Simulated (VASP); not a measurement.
# AlN (Pm) in VASP: further runs, part 2 of 2

VASP 6.6.1. Earlier steps stand in the parts before.

## (3) Single point, PBE (atom 1 (Al) moved by +0.126 Å along [1 0 0] and -0.378 Å along [1 2 0])

INCAR reads:

```
SYSTEM = AlN
PREC = Accurate
ENCUT = 520
EDIFF = 1E-6
ISMEAR = 0
SIGMA = 0.05
LREAL = .False.
LASPH = .True.
NELM = 60
ALGO = Normal
ISIF = 2
LWAVE = .False.
LCHARG = .True.
GGA = PE
LELF = .True.
LVHAR = .True.
NBANDS = 26
```

KPOINTS reads:

```
regular mesh
0
Gamma
  8 6 4
  0 0 0
```

POSCAR reads:

```
AlN
1.0
   -1.6567491617      2.8695737234      0.0000000000
    0.0000000000      0.0000000000      4.1874629526
    4.9702474850      2.8695737234      0.0000000000
Al N
4 4
Direct
    0.3821917006      0.7500000000      0.1527480839
    0.0000000000      0.7500000000      0.6666666667
    0.0000000000      0.2500000000      0.3333333333
    0.5000000000      0.2500000000      0.8333333333
    0.5000000000      0.2500000000      0.1666666667
    0.0000000000      0.2500000000      0.6666666667
    0.0000000000      0.7500000000      0.3333333333
    0.5000000000      0.7500000000      0.8333333333
```

Potentials or basis: VASP PAW PBE potentials, release 64 (Al, N).

Command:

```console
$ cat potpaw_PBE.64/Al/POTCAR potpaw_PBE.64/N/POTCAR > POTCAR
$ mpirun -np 1 vasp_std > vasp.out
```

OUTCAR:

```text
SYSTEM = AlN
   PREC = Accurate
   ENCUT = 520
   EDIFF = 1E-6
   ISMEAR = 0
   LREAL = .False.
   LASPH = .True.
   NELM = 60
   ISIF = 2
   GGA = PE

 ion  position               nearest neighbor table
   1  0.382  0.750  0.153-   7 1.64   8 1.87   5 2.13   5 2.13   7 2.29   3 2.66   3 2.66   4 2.81
                             4 2.81   2 3.06   3 3.11   3 3.11   2 3.21
   2  0.000  0.750  0.667-   8 1.91   8 1.91   7 1.91   6 2.09   6 2.09   4 2.84   4 2.84   4 2.84
                             4 2.84   3 2.84   3 2.84   1 3.06   1 3.21
   3  0.000  0.250  0.333-   5 1.91   5 1.91   6 1.91   7 2.09   7 2.09   1 2.66   1 2.66   2 2.84
                             2 2.84   1 3.11   1 3.11   4 3.31   4 3.31   4 3.31   4 3.31
[... 920 lines left out ...]
  external PRESSURE =      52.8393586 kB  Pullay stress =       0.0000000 kB

 VOLUME and BASIS-vectors are now :
 -----------------------------------------------------------------------------
  energy-cutoff  :      520.00
  volume of cell :       79.63
      direct lattice vectors                 reciprocal lattice vectors
    -1.656749162  2.869573723  0.000000000    -0.150897919  0.261362862  0.000000000
     0.000000000  0.000000000  4.187462953     0.000000000  0.000000000  0.238808083
     4.970247485  2.869573723  0.000000000     0.150897919  0.087120954  0.000000000

 POSITION                                       TOTAL-FORCE (eV/Angst)
 -----------------------------------------------------------------------------------
      0.12600      1.53505      3.14060        -5.212356      4.780776      0.000000
      3.31350      1.91305      3.14060        -0.452263     -0.439763      0.000000
      1.65675      0.95652      1.04687         0.501070     -0.543505      0.000000
      3.31350      3.82610      1.04687        -0.117373      0.222250      0.000000
      0.00000      1.91305      1.04687         0.117171     -0.923915      0.000000
      3.31350      1.91305      1.04687         0.126181      0.016387      0.000000
      1.65675      0.95652      3.14060         5.054996     -2.553176      0.000000
      3.31350      3.82610      3.14060        -0.017425     -0.559054      0.000000
 -----------------------------------------------------------------------------------
    total drift:                               -0.000237      0.000346      0.000000

  FREE ENERGIE OF THE ION-ELECTRON SYSTEM (eV)
  ---------------------------------------------------
  free  energy   TOTEN  =       -57.4086210048 eV

  energy  without entropy=      -57.4086210048  energy(sigma->0) =      -57.40862100
```

OSZICAR:

```text
N       E                     dE             d eps       ncg     rms          rms(c)
DAV:   1     0.111142798063E+03    0.11114E+03   -0.14876E+04  3744   0.111E+03
DAV:   2    -0.573253963660E+02   -0.16847E+03   -0.15737E+03  5122   0.229E+02
DAV:   3    -0.667611854208E+02   -0.94358E+01   -0.93772E+01  5026   0.551E+01
DAV:   4    -0.668490491717E+02   -0.87864E-01   -0.87808E-01  4478   0.603E+00
DAV:   5    -0.668503944911E+02   -0.13453E-02   -0.13450E-02  4980   0.746E-01    0.170E+01
DAV:   6    -0.574642991445E+02    0.93861E+01   -0.28875E+01  4776   0.286E+01    0.580E+00
DAV:   7    -0.574566848261E+02    0.76143E-02   -0.17162E+00  4518   0.678E+00    0.409E+00
DAV:   8    -0.574194175276E+02    0.37267E-01   -0.19826E-01  4574   0.294E+00    0.678E-01
DAV:   9    -0.574075123771E+02    0.11905E-01   -0.45331E-02  4948   0.127E+00    0.370E-01
DAV:  10    -0.574082133417E+02   -0.70096E-03   -0.60387E-03  4300   0.444E-01    0.177E-01
DAV:  11    -0.574085898031E+02   -0.37646E-03   -0.54798E-04  4628   0.194E-01    0.443E-02
DAV:  12    -0.574086169045E+02   -0.27101E-04   -0.15374E-04  5020   0.963E-02    0.153E-02
DAV:  13    -0.574086195110E+02   -0.26065E-05   -0.30246E-05  4454   0.361E-02    0.108E-02
DAV:  14    -0.574086210313E+02   -0.15203E-05   -0.46189E-06  4060   0.153E-02    0.496E-03
DAV:  15    -0.574086210048E+02    0.26441E-07   -0.71022E-07  2340   0.558E-03
   1 F= -.57408621E+02 E0= -.57408621E+02  d E =-.106643E-11
```

stdout:

```text
POSCAR found type information on POSCAR AlN
 POSCAR found :  2 types and       8 ions
 scaLAPACK will be used
 LDA part: xc-table for (Slater+PW92), standard interpolation
 POSCAR, INCAR and KPOINTS ok, starting setup
 FFT: planning ... GRIDC
 FFT: planning ... GRID_SOFT
 FFT: planning ... GRID
 WAVECAR not read
 entering main loop
```

It took 2.9 min on 1 thread of Intel Xeon Platinum 8259CL at 2.50GHz (Skylake/Cascade Lake), shared host; peak memory 0.25 GiB.

Results:

| Item | Value |
| --- | --- |
| Free energy | -57.4086 eV |
| Pressure | 5.3 GPa |
| Largest force | 7.073 eV/Å |
| Band gap on the k mesh | 3.02 eV, direct |

Forces in eV/Å, atoms in the order of the input:
```
Al  -5.212  4.781  0.000
Al  -0.452 -0.440  0.000
Al   0.501 -0.544  0.000
Al  -0.117  0.222  0.000
N    0.117 -0.924  0.000
N    0.126  0.016  0.000
N    5.055 -2.553  0.000
N   -0.017 -0.559  0.000
```

Stress tensor (GPa, compression positive):
```
16.58 -4.97  0.00
-4.97 -1.00  0.00
 0.00  0.00  0.26
```

Caveat: the cell differs from its parent crystal (atom 1 (Al) moved by +0.126 Å along [1 0 0] and -0.378 Å along [1 2 0]); forces of over 1 eV/Å act on the atoms, so gaps and moduli don't describe the material at rest.

## (4) Single point, PBE (atom 1 (Al) moved by -0.630 Å along [1 0 0] and +0.378 Å along [1 2 0])

INCAR reads:

```
SYSTEM = AlN
PREC = Accurate ; ENCUT = 520
EDIFF = 1E-6 ; ISMEAR = 0
SIGMA = 0.05 ; LREAL = .FALSE.
LASPH = .TRUE. ; NELM = 100
ALGO = Normal ; ISIF = 2
LWAVE = .FALSE. ; LCHARG = .FALSE.
GGA = PE ; NBANDS = 26
```

KPOINTS reads:

```
Automatic mesh
0
G
  8 6 4
  0 0 0
```

POSCAR: that of step 3 with these lines changed.

```diff
@@ -8,3 +8,3 @@
 Direct
-    0.3821917006      0.7500000000      0.1527480839
+    0.6938608504      0.7500000000      0.1045326986
     0.0000000000      0.7500000000      0.6666666667
```

Command:

```console
$ cat potpaw_PBE.64/Al/POTCAR potpaw_PBE.64/N/POTCAR > POTCAR
$ mpirun -np 1 vasp_std > vasp.out
```

Run time: 3.1 min. Hardware: 1 thread of Intel Xeon Platinum 8259CL at 2.50GHz (Skylake/Cascade Lake), shared host; peak memory 0.25 GiB.

Results (log left out):

```
Free energy            : -55.8325 eV
Pressure               : 9.7 GPa
Largest force          : 5.600 eV/Å
Band gap on the k mesh : 1.79 eV, direct
```

Forces in eV/Å, atoms in the order of the input:
```
Al   5.316 -1.760  0.000
Al  -2.484 -1.006  0.000
Al  -0.347  0.560  0.000
Al   0.310 -0.451  0.000
N   -2.090  0.457  0.000
N    0.578  0.409  0.000
N    1.556  4.145  0.000
N   -2.840 -2.354  0.000
```

Stress tensor (GPa, compression positive):
```
 7.50 13.11  0.00
13.11 19.82  0.00
 0.00  0.00  1.68
```

Levels at points of the mesh, in eV from the valence-band top:
```csv
k point,band 13,band 14,band 15,band 16,band 17,band 18,band 19,band 20
"(0.00, 0.00, 0.00)",-2.40,-1.86,-0.36,0.00,1.79,3.56,4.29,6.20
"(0.50, 0.00, 0.00)",-2.84,-2.48,-2.12,-1.92,4.28,4.34,5.96,6.26
"(0.00, 0.50, 0.00)",-2.54,-1.91,-1.74,-0.84,3.04,4.34,5.33,6.00
"(0.50, 0.50, 0.00)",-1.71,-1.65,-0.86,-0.35,4.52,4.82,6.25,6.54
"(0.00, 0.00, 0.50)",-2.24,-1.80,-0.68,-0.30,2.72,4.83,5.46,5.77
"(0.50, 0.00, 0.50)",-3.11,-2.28,-1.89,-1.25,2.85,4.06,5.49,6.56
"(0.00, 0.50, 0.50)",-2.37,-1.78,-1.73,-0.91,2.83,4.37,5.06,6.59
"(0.50, 0.50, 0.50)",-2.44,-2.36,-1.57,-0.86,3.67,3.97,5.23,5.52
```

Caveat: the cell differs from its parent crystal (atom 1 (Al) moved by -0.630 Å along [1 0 0] and +0.378 Å along [1 2 0]); forces of over 1 eV/Å act on the atoms, so gaps and moduli don't describe the material at rest. A k mesh can miss the band edges.
